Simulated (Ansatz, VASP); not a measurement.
Cd2S in VASP and in Ansatz

The input INCAR:

```
ALGO     = Normal         # electronic algorithm
EDIFF    = 1E-6           # SCF threshold, eV
ENCUT    = 520            # plane-wave cutoff, eV
GGA      = PS             # functional
ISIF     = 2              # what is computed and relaxed
ISMEAR   = -1             # smearing method
LASPH    = T              # aspherical terms in the spheres
LCHARG   = F              # write CHGCAR
LREAL    = F              # projectors in reciprocal space
LWAVE    = F              # write WAVECAR
NBANDS   = 22             # bands
NELM     = 60             # most SCF steps
PREC     = Accurate       # precision mode
SIGMA    = 0.05           # smearing width, eV
```

The input KPOINTS:

```
k-points
0
Gamma
  8 8 5
```

Contents of POSCAR:

```
Cd2S
1.0
    3.9626700490      0.0000000000      0.0000000000
   -1.9813350245      3.4317729293      0.0000000000
    0.0000000000      0.0000000000      5.8091920000
Cd S
2 1
Direct
    0.3333333333      0.6666666667      0.9327170000
    0.6666666667      0.3333333333      0.5787350000
    0.3333333333      0.6666666667      0.3657050000
```

input.yaml

```yaml
crystal:
  lattice:
    - [3.962670049, 0.0, 0.0]
    - [-1.9813350245, 3.4317729293, 0.0]
    - [0.0, 0.0, 5.809192]
  atoms:
    - { symbol: Cd, position: [0.3333333333, 0.6666666667, 0.932717] }
    - { symbol: Cd, position: [0.6666666667, 0.3333333333, 0.578735] }
    - { symbol: S, position: [0.3333333333, 0.6666666667, 0.365705] }
hamiltonian:
  xc: pbesol
  pseudopotentials: { kind: paw }
kpoints:
  mp_grid: { grid: [8, 8, 5] }
  band_path:
    path:
      - [[0.0, 0.0, 0.0], [0.5, 0.0, 0.0], [0.3333333333, 0.3333333333, 0.0], [0.0, 0.0, 0.0], [0.0, 0.0, 0.5], [0.5, 0.0, 0.5], [0.3333333333, 0.3333333333, 0.5], [0.0, 0.0, 0.5]]
      - [[0.5, 0.0, 0.5], [0.5, 0.0, 0.0]]
      - [[0.3333333333, 0.3333333333, 0.0], [0.3333333333, 0.3333333333, 0.5]]
    npoints: 14
scf:
  occupations: { method: fermi_dirac, width: 0.05 }
  n_extra_bands: 7
output:
  forces: true
  stress: true
  eigenvalues: true
  fatbands: true
```

Alike in both runs: functional PBEsol; k mesh 8 × 8 × 5; occupations fermi-dirac, width 0.05 eV; no spin polarisation.

|  | VASP | Ansatz |
| --- | --- | --- |
| version | VASP 6.6.1 | Ansatz 0.2.0 |
| potentials or method | VASP PAW PBE potentials, release 64 (Cd, S) | Ansatz PAW |
| plane-wave cutoff (eV) | 520 | 420 |
| valence electrons in the cell | 30 | 46 |
| task | single point | band structure |

Ansatz gave:

| Property | Result |
| --- | --- |
| pressure (GPa) | -3.0 |
| traceless stress, the component that is largest in VASP (GPa) | -0.55 |
| rms of the force components (eV/Å) | 0.063 |

Problem. What did VASP give for the same quantities?

Solution. Pressure (GPa): -2.7; traceless stress, the component that is largest in VASP (GPa): -0.46; rms of the force components (eV/Å): 0.055.

VASP's potentials were made for PBE, not for PBEsol. Atom by atom the forces differ by 0.012 eV/Å (rms over components). VASP's potentials hold 30 valence electrons a cell and Ansatz's 46, so a difference there can come from the potentials and not from the codes.
